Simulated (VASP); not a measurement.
# AlNi3 (Pm-3m) in VASP: further runs, part 2 of 2

VASP 6.6.1. The steps go on from the part before.

## 3. Single point, PBE, collinear spin, ferromagnetic start (10.32 Å³/atom)

This run uses another cell than the first one, of 10.32 Å³/atom.

Contents of INCAR:

```
  PREC = Accurate
  ENCUT = 520
  EDIFF = 1E-6
  ISMEAR = 0
  SIGMA = 0.1
  LREAL = False
  LASPH = True
  NELM = 150
  ALGO = Normal
  ISIF = 2
  LWAVE = False
  LCHARG = False
  ISPIN = 2
  MAGMOM = 0 -0.3 -0.3 -0.3
  LORBIT = 11
  LMAXMIX = 4
  GGA = PE
  NBANDS = 28
```

Contents of KPOINTS:

```
regular mesh
0
Gamma
  14 14 14
```

Contents of POSCAR:

```
AlNi3
1.0
    3.4563740546      0.0000000000      0.0000000000
    0.0000000000      3.4563740546      0.0000000000
    0.0000000000      0.0000000000      3.4563740546
Al Ni
1 3
Direct
    0.0000000000      0.0000000000      0.0000000000
    0.0000000000      0.5000000000      0.5000000000
    0.5000000000      0.0000000000      0.5000000000
    0.5000000000      0.5000000000      0.0000000000
```

Potentials or basis: VASP PAW PBE potentials, release 64 (Al, Ni).

The run is started by

```sh
$ cat potpaw_PBE.64/Al/POTCAR potpaw_PBE.64/Ni/POTCAR > POTCAR
$ mpirun -np 1 vasp_std > vasp.out
```

OUTCAR:

```text
PREC = Accurate
   ENCUT = 520
   EDIFF = 1E-6
   ISMEAR = 0
   LREAL = False
   LASPH = True
   NELM = 150
   ISIF = 2
   ISPIN = 2
   LORBIT = 11
   GGA = PE

 ion  position               nearest neighbor table
   1  0.000  0.000  0.000-   2 2.44   3 2.44   4 2.44   2 2.44   3 2.44   2 2.44   4 2.44   2 2.44
                             3 2.44   4 2.44   3 2.44   4 2.44
   2  0.000  0.500  0.500-   1 2.44   3 2.44   4 2.44   1 2.44   4 2.44   1 2.44   3 2.44   1 2.44
                             3 2.44   4 2.44   4 2.44   3 2.44
   3  0.500  0.000  0.500-   1 2.44   2 2.44   4 2.44   1 2.44   4 2.44   2 2.44   4 2.44   4 2.44
                             1 2.44   2 2.44   1 2.44   2 2.44
   4  0.500  0.500  0.000-   1 2.44   2 2.44   3 2.44   2 2.44   3 2.44   1 2.44   3 2.44   3 2.44
                             1 2.44   2 2.44   2 2.44   1 2.44

  LATTYP: Found a simple cubic cell.
 ALAT       =     3.4563740546

  Lattice vectors:
[... 1702 lines left out ...]

  FORCE on cell =-STRESS in cart. coord.  units (eV):
  Direction    XX          YY          ZZ          XY          YZ          ZX
  --------------------------------------------------------------------------------------
  -------------------------------------------------------------------------------------
  Total        5.4432859      5.4432859      5.4432859      0.0000000      0.0000000     -0.0000000
  in kB      211.2075904    211.2075904    211.2075904      0.0000000      0.0000000     -0.0000000
  external PRESSURE =     211.2075904 kB  Pullay stress =       0.0000000 kB

 VOLUME and BASIS-vectors are now :
 -----------------------------------------------------------------------------
  energy-cutoff  :      520.00
  volume of cell :       41.29
      direct lattice vectors                 reciprocal lattice vectors
     3.456374055  0.000000000  0.000000000     0.289320538  0.000000000  0.000000000
     0.000000000  3.456374055  0.000000000     0.000000000  0.289320538  0.000000000
     0.000000000  0.000000000  3.456374055     0.000000000  0.000000000  0.289320538

 POSITION                                       TOTAL-FORCE (eV/Angst)
 -----------------------------------------------------------------------------------
      0.00000      0.00000      0.00000         0.000000      0.000000      0.000000
      0.00000      1.72819      1.72819         0.000000      0.000000      0.000000
      1.72819      0.00000      1.72819         0.000000      0.000000      0.000000
      1.72819      1.72819      0.00000         0.000000      0.000000      0.000000
 -----------------------------------------------------------------------------------
    total drift:                                0.000000      0.000000      0.000000

  FREE ENERGIE OF THE ION-ELECTRON SYSTEM (eV)
  ---------------------------------------------------
  free  energy   TOTEN  =       -21.6585283470 eV

  energy  without entropy=      -21.6418812405  energy(sigma->0) =      -21.65020479

 total charge

# of ion       s       p       d       tot
------------------------------------------
    1        0.420   0.432   0.000   0.852
    2        0.534   0.602   8.428   9.564
    3        0.534   0.602   8.428   9.564
    4        0.534   0.602   8.428   9.564
--------------------------------------------------
tot          2.022   2.238  25.283  29.543

 magnetization (x)

# of ion       s       p       d       tot
------------------------------------------
    1        0.001   0.007   0.000   0.008
    2        0.003   0.009  -0.245  -0.233
    3        0.003   0.009  -0.245  -0.233
    4        0.003   0.009  -0.245  -0.233
--------------------------------------------------
tot          0.009   0.035  -0.734  -0.690
```

OSZICAR:

```text
N       E                     dE             d eps       ncg     rms          rms(c)
DAV:   1     0.198837011365E+03    0.19884E+03   -0.13627E+04 13776   0.154E+03
DAV:   2    -0.128709710380E+02   -0.21171E+03   -0.19546E+03 13492   0.299E+02
DAV:   3    -0.257641702293E+02   -0.12893E+02   -0.12030E+02 14760   0.913E+01
[... 13 lines left out ...]
DAV:  17    -0.216584992122E+02   -0.30839E-03   -0.16194E-04 16452   0.273E-01    0.465E-02
DAV:  18    -0.216584688369E+02    0.30375E-04   -0.17671E-04 17320   0.223E-01    0.685E-02
DAV:  19    -0.216585190025E+02   -0.50166E-04   -0.35084E-05 16956   0.100E-01    0.294E-02
DAV:  20    -0.216585282044E+02   -0.92018E-05   -0.81244E-06 16224   0.505E-02    0.273E-03
DAV:  21    -0.216585283470E+02   -0.14260E-06   -0.90889E-07  7456   0.991E-03
   1 F= -.21658528E+02 E0= -.21650205E+02  d E =-.166471E-01  mag=    -0.6618
```

stdout:

```text
POSCAR found type information on POSCAR AlNi
 POSCAR found :  2 types and       4 ions
 scaLAPACK will be used
 LDA part: xc-table for (Slater+PW92), standard interpolation
 POSCAR, INCAR and KPOINTS ok, starting setup
 FFT: planning ... GRIDC
 FFT: planning ... GRID_SOFT
 FFT: planning ... GRID
 WAVECAR not read
 entering main loop
```

It took 3.5 min on 1 thread of AMD EPYC 9R45 (Zen 5), shared host; peak memory 0.29 GiB.

Results:

| Item | Value |
| --- | --- |
| Free energy | -21.6585 eV |
| Pressure | 21.1 GPa |
| Net moment | -0.66 μB per cell |
| Site moments | Al +0.01; Ni -0.23 μB |
| Valence electrons inside the program's atomic spheres | Al 0.85; Ni 9.56 |

Caveat: the cell stands under pressure.
